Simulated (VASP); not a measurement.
A run of VASP 6.6.1 is set up as follows.

File POSCAR:

```
KTaO3
1.0
    8.0464028672      0.0000000000      0.0000000000
    0.0000000000      8.0464028672      0.0000000000
    0.0000000000      0.0000000000      8.0464028672
K Ta O
8 8 24
Direct
    0.2500000000      0.2500000000      0.2500000000
    0.2500000000      0.2500000000      0.7500000000
    0.2500000000      0.7500000000      0.2500000000
    0.2500000000      0.7500000000      0.7500000000
    0.7500000000      0.2500000000      0.2500000000
    0.7500000000      0.2500000000      0.7500000000
    0.7500000000      0.7500000000      0.2500000000
    0.7500000000      0.7500000000      0.7500000000
    0.0000000000      0.0000000000      0.0000000000
    0.0000000000      0.0000000000      0.5000000000
    0.0000000000      0.5000000000      0.0000000000
    0.0000000000      0.5000000000      0.5000000000
    0.5000000000      0.0000000000      0.0000000000
    0.5000000000      0.0000000000      0.5000000000
    0.5000000000      0.5000000000      0.0000000000
    0.5000000000      0.5000000000      0.5000000000
    0.0000000000      0.2500000000      0.0000000000
    0.0000000000      0.0000000000      0.2500000000
    0.2500000000      0.0000000000      0.0000000000
    0.0000000000      0.2500000000      0.5000000000
    0.0000000000      0.0000000000      0.7500000000
    0.2500000000      0.0000000000      0.5000000000
    0.0000000000      0.7500000000      0.0000000000
    0.0000000000      0.5000000000      0.2500000000
    0.2500000000      0.5000000000      0.0000000000
    0.0000000000      0.7500000000      0.5000000000
    0.0000000000      0.5000000000      0.7500000000
    0.2500000000      0.5000000000      0.5000000000
    0.5000000000      0.2500000000      0.0000000000
    0.5000000000      0.0000000000      0.2500000000
    0.7500000000      0.0000000000      0.0000000000
    0.5000000000      0.2500000000      0.5000000000
    0.5000000000      0.0000000000      0.7500000000
    0.7500000000      0.0000000000      0.5000000000
    0.5000000000      0.7500000000      0.0000000000
    0.5000000000      0.5000000000      0.2500000000
    0.7500000000      0.5000000000      0.0000000000
    0.5000000000      0.7500000000      0.5000000000
    0.5000000000      0.5000000000      0.7500000000
    0.7500000000      0.5000000000      0.5000000000
```

The input INCAR.step1:

```
PREC = Accurate
ENCUT = 520
EDIFF = 1E-5
ISMEAR = 0
SIGMA = 0.01
LREAL = Auto
LASPH = True
NELM = 120
ALGO = Normal
ISIF = 2
LWAVE = True
LCHARG = False
GGA = PE
NBANDS = 178
GGA_COMPAT = False
```

Contents of INCAR.step2:

```
PREC = Accurate
ENCUT = 520
EDIFF = 1E-6
ISMEAR = 0
SIGMA = 0.01
LREAL = Auto
LASPH = True
NELM = 120
ALGO = Normal
ISIF = 2
LWAVE = False
LCHARG = False
GGA = PE
LHFCALC = True
AEXX = 0.25
PRECFOCK = Fast
ISTART = 1
NBANDS = 178
GGA_COMPAT = False
```

Contents of KPOINTS:

```
regular mesh
0
Gamma
  1 1 1
```

Potentials or basis: VASP PAW PBE potentials, release 64 (K_sv, Ta_pv, O).

The run is started by

```bash
$ cat potpaw_PBE.64/K_sv/POTCAR potpaw_PBE.64/Ta_pv/POTCAR potpaw_PBE.64/O/POTCAR > POTCAR
$ cp INCAR.step1 INCAR
$ mpirun -np 1 vasp_gam > vasp.out
$ cp INCAR.step2 INCAR
$ mpirun -np 1 vasp_gam > vasp.out
```

**Question.** Estimate the pressure.

**Answer.** -4.2 GPa.

**Question.** Predict the band gap on the k mesh.

**Answer.** 3.97 eV.

Caveat: the k points lie up to 0.78 Å⁻¹ apart; the PAW data sets were made with another functional, which shifts forces and pressure a little; spin-orbit coupling is left out, which moves the levels of the heavy elements; an odd mesh through Γ misses points on the zone boundary, where band edges can lie.
